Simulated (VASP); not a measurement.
# Ni3Pt (Pm-3m) in VASP: a series of runs

Runs on Ni3Pt. Level: LDA. Tasks: single point.

Program: VASP 6.6.1. These are calculated values, not measurements. Logs are shortened: lines on timing, memory, paths and dates and some standing lists are left out, and cuts for length are marked.

## Step 1: The cell of the first run

Symmetry: Pm-3m, No. 221, cubic system. Conventional cell: a = 3.585 Å, b = 3.585 Å, c = 3.585 Å, α = 90.00°, β = 90.00°, γ = 90.00°. Ni (site symmetry 4/mmm) has 8 Ni at 2.54 Å and 4 Pt at 2.54 Å within 3.3 Å. Pt (site symmetry m-3m) has 12 Ni at 2.54 Å within 3.3 Å.

## Step 2: Single point, LDA, collinear spin, ferromagnetic start (11.52 Å³/atom)

File INCAR:

```
SYSTEM = Ni3Pt
  PREC = Accurate
  ENCUT = 520
  EDIFF = 1E-6
  ISMEAR = 0
  SIGMA = 0.05
  LREAL = .False.
  LASPH = .True.
  NELM = 150
  ALGO = Fast
  ISIF = 2
  LWAVE = .False.
  LCHARG = .True.
  ISPIN = 2
  MAGMOM = 0.62 0.62 0.62 0
  LORBIT = 11
  LMAXMIX = 4
  LELF = .True.
  LVHAR = .True.
  NBANDS = 32
```

File KPOINTS:

```
Automatic mesh
0
Gamma
  12 12 12
  0 0 0
```

File POSCAR:

```
Ni3Pt
1.0
    3.5854648997      0.0000000000      0.0000000000
    0.0000000000      3.5854648997      0.0000000000
    0.0000000000      0.0000000000      3.5854648997
Ni Pt
3 1
Direct
    0.5000000000      0.0000000000      0.5000000000
    0.0000000000      0.5000000000      0.5000000000
    0.5000000000      0.5000000000      0.0000000000
    0.0000000000      0.0000000000      0.0000000000
```

Potentials or basis: VASP PAW LDA potentials, release 64 (Ni, Pt).

On the command line:

```bash
$ cat potpaw_LDA.64/Ni/POTCAR potpaw_LDA.64/Pt/POTCAR > POTCAR
$ mpirun -np 1 vasp_std > vasp.out
```

OUTCAR:

```text
SYSTEM = Ni3Pt
   PREC = Accurate
   ENCUT = 520
   EDIFF = 1E-6
   ISMEAR = 0
   LREAL = .False.
   LASPH = .True.
   NELM = 150
   ISIF = 2
   ISPIN = 2
   LORBIT = 11

 ion  position               nearest neighbor table
   1  0.500  0.000  0.500-   2 2.54   3 2.54   4 2.54   3 2.54   4 2.54   2 2.54   3 2.54   3 2.54
                             2 2.54   4 2.54   4 2.54   2 2.54
   2  0.000  0.500  0.500-   1 2.54   3 2.54   4 2.54   3 2.54   4 2.54   1 2.54   4 2.54   4 2.54
                             1 2.54   3 2.54   3 2.54   1 2.54
   3  0.500  0.500  0.000-   1 2.54   2 2.54   4 2.54   1 2.54   2 2.54   1 2.54   4 2.54   1 2.54
                             2 2.54   4 2.54   2 2.54   4 2.54
   4  0.000  0.000  0.000-   1 2.54   2 2.54   3 2.54   1 2.54   2 2.54   2 2.54   3 2.54   2 2.54
                             1 2.54   3 2.54   1 2.54   3 2.54

  LATTYP: Found a simple cubic cell.
 ALAT       =     3.5854648997

  Lattice vectors:

 A1 = (   3.5854648997,   0.0000000000,   0.0000000000)
 A2 = (   0.0000000000,   3.5854648997,   0.0000000000)
 A3 = (   0.0000000000,   0.0000000000,   3.5854648997)

Analysis of symmetry for initial positions (statically):
=====================================================================
 Subroutine PRICEL returns:
 Original cell was already a primitive cell.

 Routine SETGRP: Setting up the symmetry group for a
 simple cubic supercell.

 Subroutine GETGRP returns: Found 48 space group operations
 (whereof 48 operations were pure point group operations)
 out of a pool of 48 trial point group operations.

The static configuration has the point symmetry O_h .

Analysis of symmetry for dynamics (positions and initial velocities):
=====================================================================
 Subroutine PRICEL returns:
 Original cell was already a primitive cell.

 Routine SETGRP: Setting up the symmetry group for a
 simple cubic supercell.

 Subroutine GETGRP returns: Found 48 space group operations
 (whereof 48 operations were pure point group operations)
 out of a pool of 48 trial point group operations.

The dynamic configuration has the point symmetry O_h .

Analysis of structural, dynamic, and magnetic symmetry:
=====================================================================
 Subroutine PRICEL returns:
 Original cell was already a primitive cell.

 Routine SETGRP: Setting up the symmetry group for a
 simple cubic supercell.

 Subroutine GETGRP returns: Found 48 space group operations
 (whereof 48 operations were pure point group operations)
 out of a pool of 48 trial point group operations.

The overall configuration has the point symmetry O_h .

 Subroutine INISYM returns: Found 48 space group operations
 (whereof 48 operations are pure point group operations),
 and found     1 'primitive' translations
[... 127 lines left out ...]
   IVDW    =     0    specifies the selected vdW correction
   LEPSILON=     F    determine dielectric tensor
   LRPA    =     F    only Hartree local field effects (RPA)
 spin polarized calculation
 RMM-DIIS sequential band-by-band and
 Gauss-broadening in eV      SIGMA  =   0.05
  energy-cutoff  :      520.00
  volume of cell :       46.09
 maximum number of plane-waves:      1261
 NGX is ok and might be reduce to    28
   NGX = 13   NGY = 13   NGZ = 13

 number of electron      40.0000044 magnetization       1.8506148

 Free energy of the ion-electron system (eV)
  ---------------------------------------------------
  ext. energy  EPLUGINS =         0.00000000
  ---------------------------------------------------
  free energy    TOTEN  =       -27.46627398 eV

  energy without entropy =      -27.45675773  energy(sigma->0) =      -27.46151585

 E-fermi :  10.2474     XC(G=0): -13.8322

 val. band max:       10.2462286327   @ k =   0.4167   0.3333   0.1667
 cond. band min:      10.2495649740   @ k =   0.3333   0.2500   0.2500
 fundamental gap:      0.0033363413
 Fermi energy:        10.2473724939

 spin component 1

 k-point     1 :       0.0000    0.0000    0.0000
  band No.  band energies     occupation
      1       0.5433      1.00000
      2       4.0154      1.00000
      3       4.0154      1.00000
      4       5.0164      1.00000
      5       5.0164      1.00000
      6       5.0164      1.00000
[... 829 lines left out ...]
     31      25.6327      0.00000
     32      26.2510      0.00000

 [... further k-points ...]

 spin component 2

 k-point     1 :       0.0000    0.0000    0.0000
  band No.  band energies     occupation
      1       0.5889      1.00000
      2       4.1809      1.00000
      3       4.1809      1.00000
      4       5.2959      1.00000
      5       5.2959      1.00000
      6       5.2959      1.00000
[... 829 lines left out ...]
     31      25.7332      0.00000
     32      26.3916      0.00000

 [... further k-points ...]
[... 5 lines left out ...]
  --------------------------------------------------------------------------------------
  -------------------------------------------------------------------------------------
  Total       -1.4258090     -1.4258090     -1.4258090      0.0000000     -0.0000000      0.0000000
  in kB      -49.5604815    -49.5604815    -49.5604815      0.0000000     -0.0000000      0.0000000
  external PRESSURE =     -49.5604815 kB  Pullay stress =       0.0000000 kB

 VOLUME and BASIS-vectors are now :
 -----------------------------------------------------------------------------
  energy-cutoff  :      520.00
  volume of cell :       46.09
      direct lattice vectors                 reciprocal lattice vectors
     3.585464900  0.000000000  0.000000000     0.278903860  0.000000000  0.000000000
     0.000000000  3.585464900  0.000000000     0.000000000  0.278903860  0.000000000
     0.000000000  0.000000000  3.585464900     0.000000000  0.000000000  0.278903860

 POSITION                                       TOTAL-FORCE (eV/Angst)
 -----------------------------------------------------------------------------------
      1.79273      0.00000      1.79273         0.000000      0.000000      0.000000
      0.00000      1.79273      1.79273         0.000000      0.000000      0.000000
      1.79273      1.79273      0.00000         0.000000      0.000000      0.000000
      0.00000      0.00000      0.00000         0.000000      0.000000      0.000000
 -----------------------------------------------------------------------------------
    total drift:                                0.000000      0.000000      0.000000

  FREE ENERGIE OF THE ION-ELECTRON SYSTEM (eV)
  ---------------------------------------------------
  free  energy   TOTEN  =       -27.4662739754 eV

  energy  without entropy=      -27.4567577319  energy(sigma->0) =      -27.46151585

 total charge

# of ion       s       p       d       tot
------------------------------------------
    1        0.485   0.520   8.357   9.362
    2        0.485   0.520   8.357   9.362
    3        0.485   0.520   8.357   9.362
    4        0.763   0.704   8.079   9.545
--------------------------------------------------
tot          2.218   2.263  33.151  37.632

 magnetization (x)

# of ion       s       p       d       tot
------------------------------------------
    1       -0.003  -0.010   0.544   0.531
    2       -0.003  -0.010   0.544   0.531
    3       -0.003  -0.010   0.544   0.531
    4       -0.005  -0.019   0.283   0.259
--------------------------------------------------
tot         -0.014  -0.049   1.917   1.853
```

OSZICAR:

```text
N       E                     dE             d eps       ncg     rms          rms(c)
DAV:   1     0.274469013980E+03    0.27447E+03   -0.17613E+04 11176   0.167E+03
DAV:   2    -0.115757199742E+02   -0.28604E+03   -0.26633E+03 10824   0.337E+02
DAV:   3    -0.307412104856E+02   -0.19165E+02   -0.18391E+02 12280   0.104E+02
DAV:   4    -0.310777735179E+02   -0.33656E+00   -0.33619E+00 12336   0.135E+01
DAV:   5    -0.310896768861E+02   -0.11903E-01   -0.11903E-01 13912   0.217E+00    0.231E+01
RMM:   6    -0.310795621907E+02    0.10115E-01   -0.21367E+01 12089   0.453E+01    0.223E+01
RMM:   7    -0.279863547069E+02    0.30932E+01   -0.64701E+00 11560   0.232E+01    0.936E+00
RMM:   8    -0.275333517060E+02    0.45300E+00   -0.13260E-01 12224   0.331E+00    0.319E+00
RMM:   9    -0.274745241907E+02    0.58828E-01   -0.56735E-02 11655   0.149E+00    0.110E+00
RMM:  10    -0.274675417281E+02    0.69825E-02   -0.10191E-02 13668   0.715E-01    0.413E-01
RMM:  11    -0.274667951896E+02    0.74654E-03   -0.43928E-03 13101   0.389E-01    0.256E-01
RMM:  12    -0.274662494888E+02    0.54570E-03   -0.11758E-03 11920   0.251E-01    0.832E-02
RMM:  13    -0.274662729281E+02   -0.23439E-04   -0.46992E-04 15995   0.104E-01    0.387E-02
RMM:  14    -0.274662738421E+02   -0.91400E-06   -0.34434E-05 14075   0.313E-02    0.151E-02
RMM:  15    -0.274662739754E+02   -0.13328E-06   -0.62988E-06 10718   0.130E-02
   1 F= -.27466274E+02 E0= -.27461516E+02  d E =-.951624E-02  mag=     1.8506
```

stdout:

```text
POSCAR found type information on POSCAR NiPt
 POSCAR found :  2 types and       4 ions
 scaLAPACK will be used
 LDA part: xc-table for (Slater(with rela. corr.)+CA(PZ))
 , standard interpolation
 POSCAR, INCAR and KPOINTS ok, starting setup
 FFT: planning ... GRIDC
 FFT: planning ... GRID_SOFT
 FFT: planning ... GRID
 WAVECAR not read
 entering main loop
```

Wall time 2.2 min (1 thread of Intel Xeon Platinum 8488C (Sapphire Rapids), shared host); peak memory 0.28 GiB.

Results:

- Free energy: -27.4663 eV
- Pressure: -5.0 GPa
- Net moment: 1.85 μB per cell
- Site moments: Ni +0.53; Pt +0.26 μB
- Valence electrons inside the program's atomic spheres: Ni 9.36; Pt 9.54

Levels at points of the mesh, in eV from the Fermi level:
Spin up:
```
           k point  band 18  band 19  band 20  band 21  band 22  band 23  band 24  band 25
(0.00, 0.00, 0.00)    -0.15     0.25     0.25     0.25     2.25     2.25     2.25     8.64
(0.50, 0.00, 0.00)    -1.30    -0.91    -0.65    -0.40     0.23     7.64     7.64     8.69
(0.50, 0.50, 0.00)    -1.28    -1.23    -1.23     0.89     0.89     1.38     2.39    10.56
(0.50, 0.50, 0.50)    -0.32    -0.32    -0.22    -0.22    -0.18    -0.18    -0.18     4.83
```
Spin down:
| k point | band 15 | band 16 | band 17 | band 18 | band 19 | band 20 | band 21 | band 22 | band 23 | band 24 |
| --- | --- | --- | --- | --- | --- | --- | --- | --- | --- | --- |
| (0.00, 0.00, 0.00) | 0.18 | 0.18 | 0.28 | 0.28 | 0.72 | 0.72 | 0.72 | 2.30 | 2.30 | 2.30 |
| (0.50, 0.00, 0.00) | -1.02 | -1.02 | -0.92 | -0.86 | -0.40 | -0.26 | 0.19 | 0.70 | 7.82 | 7.82 |
| (0.50, 0.50, 0.00) | -1.18 | -1.18 | -0.92 | -0.76 | -0.76 | -0.72 | 1.32 | 1.32 | 1.77 | 2.65 |
| (0.50, 0.50, 0.50) | -0.29 | -0.29 | -0.02 | -0.02 | -0.02 | 0.26 | 0.26 | 0.31 | 0.31 | 0.31 |

Caveat: the cell stands under tension; spin-orbit coupling is left out, which moves the levels of the heavy elements.

## Step 3: Single point, LDA, collinear spin, ferromagnetic start (11.75 Å³/atom)

This run uses another cell than the first one, of 11.75 Å³/atom.

File INCAR:

```
PREC = Accurate
ENCUT = 520
EDIFF = 1E-6
ISMEAR = 0
SIGMA = 0.05
LREAL = F
LASPH = T
NELM = 150
ALGO = Normal
ISIF = 2
LWAVE = F
LCHARG = T
ISPIN = 2
MAGMOM = 0.65 0.65 0.65 0
LORBIT = 11
LMAXMIX = 4
GGA = CA
LELF = T
LVHAR = T
NBANDS = 32
```

File KPOINTS:

```
Automatic mesh
0
Gamma
  12 12 12
```

File POSCAR:

```
Ni3Pt
1.0
    3.6087477917      0.0000000000      0.0000000000
    0.0000000000      3.6087477917      0.0000000000
    0.0000000000      0.0000000000      3.6087477917
Ni Pt
3 1
Direct
    0.5000000000      0.0000000000      0.5000000000
    0.0000000000      0.5000000000      0.5000000000
    0.5000000000      0.5000000000      0.0000000000
    0.0000000000      0.0000000000      0.0000000000
```

Potentials or basis: VASP PAW LDA potentials, release 64 (Ni, Pt).

On the command line:

```bash
$ cat potpaw_LDA.64/Ni/POTCAR potpaw_LDA.64/Pt/POTCAR > POTCAR
$ mpirun -np 1 vasp_std > vasp.out
```

Wall time 2.2 min (1 thread of Intel Xeon Platinum 8488C (Sapphire Rapids), shared host); peak memory 0.29 GiB.

It converged, with:

```
Free energy                                           : -27.4266 eV
Pressure                                              : -9.2 GPa
Net moment                                            : 1.92 μB per cell
Site moments                                          : Ni +0.55; Pt +0.27 μB
Valence electrons inside the program's atomic spheres : Ni 9.32; Pt 9.50
```

Levels at points of the mesh, in eV from the Fermi level:
Spin up:
```csv
k point,band 19,band 20,band 21,band 22,band 23,band 24
"(0.00, 0.00, 0.00)",0.22,0.22,0.22,2.25,2.25,2.25
"(0.50, 0.00, 0.00)",-0.91,-0.66,-0.42,0.19,7.54,7.54
"(0.50, 0.50, 0.00)",-1.22,-1.22,0.85,0.85,1.32,2.32
"(0.50, 0.50, 0.50)",-0.28,-0.24,-0.24,-0.20,-0.20,-0.20
```
Spin down:
| k point | band 17 | band 18 | band 19 | band 20 | band 21 | band 22 |
| --- | --- | --- | --- | --- | --- | --- |
| (0.00, 0.00, 0.00) | 0.28 | 0.28 | 0.70 | 0.70 | 0.70 | 2.29 |
| (0.50, 0.00, 0.00) | -0.88 | -0.83 | -0.38 | -0.25 | 0.19 | 0.68 |
| (0.50, 0.50, 0.00) | -0.88 | -0.74 | -0.74 | -0.70 | 1.30 | 1.30 |
| (0.50, 0.50, 0.50) | -0.01 | -0.01 | -0.01 | 0.25 | 0.25 | 0.30 |

Caveat: the cell stands under tension; spin-orbit coupling is left out, which moves the levels of the heavy elements.
